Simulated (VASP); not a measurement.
# CuO (C2/c) in VASP: a series of runs

The runs below take CuO through relaxation of cell and atoms, with PBE, LDA.

Everything below comes from runs of VASP 6.6.1. Logs are shortened: lines on timing, memory, paths and dates and some standing lists are left out, and cuts for length are marked.

## (1) The cell of the first run

The structure is monoclinic, space group C2/c (No. 15). The conventional cell has a = 4.684 Å, b = 3.423 Å, c = 5.129 Å, α = 90.00°, β = 99.54°, γ = 90.00°. Within 2.6 Å of Cu (site symmetry -1) lie 4 O at 1.95 to 1.96 Å. Within 3.0 Å of O (site symmetry 2) lie 6 Cu at 1.95 to 2.78 Å and 6 O at 2.62 to 2.90 Å.

## (2) Relaxation of cell and atoms, PBE

The input, INCAR:

```
ALGO = Normal
EDIFF = 1E-6
EDIFFG = -0.02
ENCUT = 600
GGA = PE
IBRION = 2
ISIF = 3
ISMEAR = -1
LASPH = True
LCHARG = False
LREAL = False
LWAVE = False
NELM = 100
NSW = 80
PREC = Accurate
SIGMA = 0.1
```

The input, KPOINTS:

```
k-points
0
Gamma
  9 9 5
```

The input, POSCAR:

```
CuO
1.0
    2.3418500000     -1.7113000000      0.0000000000
    2.3418500000      1.7113000000      0.0000000000
   -0.8500270000      0.0000000000      5.0578690000
Cu O
2 2
Direct
    0.0000000000      0.5000000000      0.0000000000
    0.5000000000      0.0000000000      0.5000000000
    0.5816000000      0.4184000000      0.2500000000
    0.4184000000      0.5816000000      0.7500000000
```

Potentials or basis: VASP PAW PBE potentials, release 64 (Cu, O).

Command:

```console
cat potpaw_PBE.64/Cu/POTCAR potpaw_PBE.64/O/POTCAR > POTCAR
mpirun -np 1 vasp_std > vasp.out
```

OUTCAR:

```text
EDIFF = 1E-6
   EDIFFG = -0.02
   ENCUT = 600
   GGA = PE
   IBRION = 2
   ISIF = 3
   ISMEAR = -1
   LASPH = True
   LREAL = False
   NELM = 100
   NSW = 80
   PREC = Accurate

 ion  position               nearest neighbor table
   1  0.000  0.500  0.000-   3 1.95   4 1.95   4 1.96   3 1.96
   2  0.500  0.000  0.500-   4 1.95   3 1.95   4 1.96   3 1.96
   3  0.582  0.418  0.250-   2 1.95   1 1.95   2 1.96   1 1.96
   4  0.418  0.582  0.750-   1 1.95   2 1.95   2 1.96   1 1.96

  LATTYP: Found a base centered monoclinic cell.
 ALAT       =     4.6837000000
 B/A-ratio  =     0.7307470589
 C/A-ratio  =     1.0950316075
 COS(beta)  =    -0.1657360545

  Lattice vectors:

 A1 = (   2.3418500000,  -1.7113000000,   0.0000000000)
 A2 = (   2.3418500000,   1.7113000000,   0.0000000000)
 A3 = (  -0.8500270000,   0.0000000000,   5.0578690000)

Analysis of symmetry for initial positions (statically):
=====================================================================
 Subroutine PRICEL returns:
 Original cell was already a primitive cell.

 Routine SETGRP: Setting up the symmetry group for a
 base centered monoclinic supercell.

 Subroutine GETGRP returns: Found  4 space group operations
 (whereof  2 operations were pure point group operations)
 out of a pool of  4 trial point group operations.

The static configuration has the point symmetry S_2 .
 The point group associated with its full space group is C_2h.

Analysis of symmetry for dynamics (positions and initial velocities):
=====================================================================
 Subroutine PRICEL returns:
 Original cell was already a primitive cell.

 Routine SETGRP: Setting up the symmetry group for a
 base centered monoclinic supercell.

 Subroutine GETGRP returns: Found  4 space group operations
 (whereof  2 operations were pure point group operations)
 out of a pool of  4 trial point group operations.

The dynamic configuration has the point symmetry S_2 .
 The point group associated with its full space group is C_2h.

 Subroutine INISYM returns: Found  4 space group operations
 (whereof  2 operations are pure point group operations),
 and found     1 'primitive' translations

[... 116 lines left out ...]
   IMIX   =      4    mixing-type and parameters
     AMIX     =   0.40;   BMIX     =  1.00
     AMIX_MAG =   1.60;   BMIX_MAG =  1.00
  volume/ion in A,a.u.               =      10.13        68.39
  Fermi-wavevector in a.u.,A,eV,Ry     =   1.543856  2.917465 32.429381  2.383492
  Thomas-Fermi vector in A             =   2.649460
   LORBIT       =      0    0 simple, 1 ext, 2 COOP (PROOUT), +10 PAW based schemes
   GGA     = PE    functional components
   LHFCALC =     F    Hartree Fock is set to
   AEXX    =    0.0000 exact exchange contribution
   IVDW    =     0    specifies the selected vdW correction
   LEPSILON=     F    determine dielectric tensor
   LRPA    =     F    only Hartree local field effects (RPA)
 conjugate gradient relaxation of ions
 non-spin polarized calculation
  energy-cutoff  :      600.00
  volume of cell :       40.54
 maximum number of plane-waves:      1365
   NGX = 11   NGY = 11   NGZ = 21

--------------------------------------- Ionic step        1  -------------------------------------------

 number of electron      33.9999983 magnetization

 Free energy of the ion-electron system (eV)
  ---------------------------------------------------
  ext. energy  EPLUGINS =         0.00000000
  ---------------------------------------------------
  free energy    TOTEN  =       -19.56375340 eV

  energy without entropy =      -19.49084799  energy(sigma->0) =      -19.52730069

------------------------ aborting loop because EDIFF is reached ----------------------------------------

  FORCE on cell =-STRESS in cart. coord.  units (eV):
  Direction    XX          YY          ZZ          XY          YZ          ZX
  --------------------------------------------------------------------------------------
  -------------------------------------------------------------------------------------
  Total        1.5718111      1.8229657      1.4500697      0.0000000      0.0000000     -0.2753915
  in kB       62.1195276     72.0454044     57.3081846      0.0000000      0.0000000    -10.8837456
  external PRESSURE =      63.8243722 kB  Pullay stress =       0.0000000 kB
[... 95 lines left out ...]
  FREE ENERGIE OF THE ION-ELECTRON SYSTEM (eV)
  ---------------------------------------------------
  free  energy   TOTEN  =       -19.5985210655 eV

  energy  without entropy=      -19.5239506130  energy(sigma->0) =      -19.56123584

[... ionic steps 4 to 28 ...]

--------------------------------------- Ionic step       29  -------------------------------------------

 number of electron      34.0000024 magnetization

------------------------ aborting loop because EDIFF is reached ----------------------------------------
[... 71 lines left out ...]
--------------------------------------- Ionic step       31  -------------------------------------------

 number of electron      34.0000020 magnetization

 Free energy of the ion-electron system (eV)
  ---------------------------------------------------
  ext. energy  EPLUGINS =         0.00000000
  ---------------------------------------------------
  free energy    TOTEN  =       -19.75605090 eV

  energy without entropy =      -19.67922686  energy(sigma->0) =      -19.71763888

 E-fermi :   4.7518     XC(G=0): -11.2631

 val. band max:        4.7488666411   @ k =   0.4444   0.0000   0.2000
 cond. band min:       4.7700730620   @ k =  -0.4444  -0.0000   0.2000
 fundamental gap:      0.0212064210
 Fermi energy:         4.7517641292

 k-point     1 :       0.0000    0.0000    0.0000
  band No.  band energies     occupation
      1     -14.9267      2.00000
      2     -13.6505      2.00000
      3      -3.2211      2.00000
      4      -0.6353      2.00000
      5      -0.5083      2.00000
      6       1.0993      2.00000
[... 565 lines left out ...]
     20      11.5147      0.00000
     21      14.7205      0.00000

 [... further k-points ...]

------------------------ aborting loop because EDIFF is reached ----------------------------------------

  FORCE on cell =-STRESS in cart. coord.  units (eV):
  Direction    XX          YY          ZZ          XY          YZ          ZX
  --------------------------------------------------------------------------------------
  -------------------------------------------------------------------------------------
  Total       -0.0229820      0.0345428      0.0299506      0.0000000      0.0000000      0.0063548
  in kB       -0.8224685      1.2362025      1.0718589      0.0000000      0.0000000      0.2274236
  external PRESSURE =       0.4951976 kB  Pullay stress =       0.0000000 kB
[... 19 lines left out ...]
  FREE ENERGIE OF THE ION-ELECTRON SYSTEM (eV)
  ---------------------------------------------------
  free  energy   TOTEN  =       -19.7560508954 eV

  energy  without entropy=      -19.6792268565  energy(sigma->0) =      -19.71763888

 reached required accuracy - stopping structural energy minimisation
```

OSZICAR:

```text
N       E                     dE             d eps       ncg     rms          rms(c)
DAV:   1     0.321529723215E+03    0.32153E+03   -0.18586E+04  4942   0.287E+03
DAV:   2     0.216716583995E+02   -0.29986E+03   -0.28529E+03  4925   0.465E+02
DAV:   3    -0.238152858301E+02   -0.45487E+02   -0.43205E+02  6654   0.200E+02
[... 303 lines left out ...]
DAV:   2    -0.197561252587E+02   -0.11970E-03   -0.41905E-03  7665   0.108E+00    0.604E-02
DAV:   3    -0.197560778509E+02    0.47408E-04   -0.24860E-04  6772   0.585E-01    0.433E-02
DAV:   4    -0.197560543052E+02    0.23546E-04   -0.48890E-05  7246   0.229E-01    0.157E-02
DAV:   5    -0.197560510458E+02    0.32594E-05   -0.13563E-05  7561   0.468E-02    0.379E-03
DAV:   6    -0.197560508954E+02    0.15037E-06   -0.61415E-07  3130   0.162E-02
  31 F= -.19756051E+02 E0= -.19717639E+02  d E =-.186220E-03
```

Wall time 30 min (1 thread of Intel Xeon Platinum 8259CL at 2.50GHz (Skylake/Cascade Lake), shared host); peak memory 0.25 GiB.

What came out:

```yaml
Free_energy: -19.7561 eV
Relaxed_volume: 11.19 Å³/atom
Relaxed_cell: a = 2.946 Å, b = 2.946 Å, c = 5.168 Å, α = 90.55°, β = 90.55°, γ = 86.41°
Space_group_after_relaxing_to_0.1_Å: Cccm (No. 66)
Energy_gained_by_relaxing: 48.1 meV/atom
Ionic_steps: 31
Pressure_after_relaxing: 0.0 GPa
Largest_force_after_relaxing: 0.010 eV/Å
Band_gap_on_the_k_mesh: zero (bands 17 and 18 overlap by 0.89 eV)
```

Forces on the atoms (eV/Å):
```
Cu   0.000  0.000  0.000
Cu   0.000  0.000  0.000
O    0.000  0.010  0.000
O    0.000 -0.010  0.000
```

Step by step:
```csv
step,energy change (eV),largest force (eV/Å),pressure (GPa),volume (Å³)
1,0.0000,0.2170,6.38,40.54
2,-0.0292,0.3212,-3.03,42.95
3,-0.0348,0.2895,-0.47,42.23
4,-0.0491,0.2398,-0.33,42.40
5,-0.0777,0.0703,0.08,42.90
6,-0.0564,0.3483,2.06,43.81
7,-0.0829,0.0627,0.77,43.19
8,-0.0946,0.0412,0.36,43.49
9,-0.1225,0.0065,-1.12,44.38
10,-0.1456,0.0482,-3.83,46.02
11,-0.1582,0.0398,-3.18,45.85
12,-0.1729,0.0319,-1.77,45.51
13,-0.1708,0.0351,0.81,44.71
14,-0.1772,0.0265,-0.52,45.18
15,-0.1822,0.0268,-0.20,45.06
16,-0.1885,0.0265,-0.01,44.80
17,-0.1893,0.0263,0.38,44.67
18,-0.1893,0.0263,0.21,44.69
19,-0.1896,0.0307,-0.11,44.76
20,-0.1897,0.0327,-0.30,44.81
21,-0.1898,0.0372,-0.65,44.91
22,-0.1898,0.0332,-0.35,44.87
23,-0.1900,0.0343,-0.39,44.86
24,-0.1906,0.0350,-0.26,44.82
25,-0.1914,0.0362,0.13,44.75
26,-0.1913,0.0430,0.80,44.59
27,-0.1916,0.0393,0.49,44.67
28,-0.1918,0.0377,0.39,44.71
29,-0.1921,0.0306,-0.08,44.80
30,-0.1922,0.0268,0.05,44.79
31,-0.1923,0.0105,0.05,44.77
```

Final structure:
```
Cu O
1.0
     2.14187   -2.01712    0.15578
     2.14187    2.01712    0.15578
    -0.44294    0.00000    5.14891
Cu O
2 2
Direct
  0.00000 0.50000 0.00000
  0.50000 0.00000 0.50000
  0.50425 0.49575 0.25000
  0.49575 0.50425 0.75000
```

Caveat: semilocal functionals often make such compounds metallic where correlation or magnetic order opens a gap, which also shifts bond lengths.

## (3) Relaxation of cell and atoms, LDA

The input, INCAR:

```
SYSTEM = CuO
ALGO = Normal
EDIFF = 1E-6
EDIFFG = -0.02
ENCUT = 600
IBRION = 2
ISIF = 3
ISMEAR = -1
LASPH = .True.
LCHARG = .False.
LREAL = .False.
LWAVE = .False.
NELM = 100
NSW = 80
PREC = Accurate
SIGMA = 0.1
```

The input, KPOINTS:

```
k-points
0
Gamma
  9 9 5
  0 0 0
```

POSCAR is that of step 2.

Potentials or basis: VASP PAW LDA potentials, release 64 (Cu, O).

Command:

```console
cat potpaw_LDA.64/Cu/POTCAR potpaw_LDA.64/O/POTCAR > POTCAR
mpirun -np 1 vasp_std > vasp.out
```

Wall time 34 min (1 thread of Intel Xeon Platinum 8259CL at 2.50GHz (Skylake/Cascade Lake), shared host); peak memory 0.24 GiB.

Results (log left out):

| Property | Result |
| --- | --- |
| Free energy | -23.3620 eV |
| Relaxed volume | 10.30 Å³/atom |
| Relaxed cell | a = 2.855 Å, b = 2.855 Å, c = 5.055 Å, α = 89.96°, β = 89.96°, γ = 88.19° |
| Space group after relaxing (to 0.1 Å) | Cccm (No. 66) |
| Energy gained by relaxing | 43.6 meV/atom |
| Ionic steps | 31 |
| Pressure after relaxing | 0.1 GPa |
| Band gap on the k mesh | zero (bands 17 and 18 overlap by 0.98 eV) |

Forces on the atoms (eV/Å):
```
Cu   0.000  0.000  0.000
Cu   0.000  0.000  0.000
O    0.000  0.003  0.000
O    0.000 -0.003  0.000
```

Stress tensor (GPa, compression positive):
```
 0.09  0.00 -0.08
 0.00  0.04  0.00
-0.08  0.00  0.29
```

The path:
| step | energy change (eV) | largest force (eV/Å) | pressure (GPa) | volume (Å³) |
| --- | --- | --- | --- | --- |
| 1 | 0.0000 | 0.4244 | -8.93 | 40.54 |
| 2 | -0.0237 | 0.0269 | 9.57 | 37.31 |
| 3 | -0.0640 | 0.2176 | 0.50 | 38.69 |
| 4 | -0.0640 | 0.2137 | 0.86 | 38.65 |
| 5 | -0.0706 | 0.1502 | 0.76 | 38.75 |
| 6 | -0.0794 | 0.0522 | 0.84 | 39.03 |
| 7 | -0.0846 | 0.0401 | 0.44 | 39.21 |
| 8 | -0.0975 | 0.0035 | -0.94 | 39.74 |
| 9 | -0.1131 | 0.0491 | -3.39 | 40.78 |
| 10 | -0.1041 | 0.0649 | -7.92 | 42.75 |
| 11 | -0.1161 | 0.0418 | -4.25 | 41.18 |
| 12 | -0.1202 | 0.0401 | -3.95 | 41.20 |
| 13 | -0.1315 | 0.0371 | -3.29 | 41.24 |
| 14 | -0.1490 | 0.0288 | -2.11 | 41.29 |
| 15 | -0.1624 | 0.0186 | 0.12 | 41.27 |
| 16 | -0.1624 | 0.0179 | -0.09 | 41.28 |
| 17 | -0.1643 | 0.0249 | -0.21 | 41.27 |
| 18 | -0.1683 | 0.0421 | -0.35 | 41.25 |
| 19 | -0.1690 | 0.0682 | -0.80 | 41.19 |
| 20 | -0.1699 | 0.0581 | -0.58 | 41.22 |
| 21 | -0.1704 | 0.0421 | 0.27 | 41.03 |
| 22 | -0.1704 | 0.0428 | 0.38 | 41.03 |
| 23 | -0.1704 | 0.0439 | 0.27 | 41.06 |
| 24 | -0.1708 | 0.0326 | 0.18 | 41.07 |
| 25 | -0.1715 | 0.0000 | 0.07 | 41.11 |
| 26 | -0.1717 | 0.0653 | -0.08 | 41.18 |
| 27 | -0.1719 | 0.0426 | -0.09 | 41.15 |
| 28 | -0.1721 | 0.0405 | -0.01 | 41.16 |
| 29 | -0.1728 | 0.0338 | 0.01 | 41.16 |
| 30 | -0.1737 | 0.0221 | 0.02 | 41.17 |
| 31 | -0.1743 | 0.0026 | 0.14 | 41.18 |

Final structure:
```xyz
4
Lattice="2.0442 -1.9865 0.1568 2.0442 1.9865 0.1568 -0.3824 0.0000 5.0409" Properties=species:S:1:pos:R:3 pbc="T T T"
Cu    1.0221    0.9933    0.0784
Cu    0.8309   -0.9933    2.5989
O     1.9486    0.0009    1.4171
O     1.7575   -0.0009    3.9375
```

Levels at points of the mesh, in eV from the Fermi level:
```csv
k point,band 15,band 16,band 17,band 18,band 19,band 20
"(0.00, 0.00, 0.00)",-2.52,-2.11,0.68,0.76,1.65,6.15
```

Caveat: semilocal functionals often make such compounds metallic where correlation or magnetic order opens a gap, which also shifts bond lengths. With open d or f shells a metallic result of LDA can be an artefact of self-interaction; +U or a hybrid may open a gap.

The gap in the log of VASP goes by the Fermi energy; the results here count the filled bands.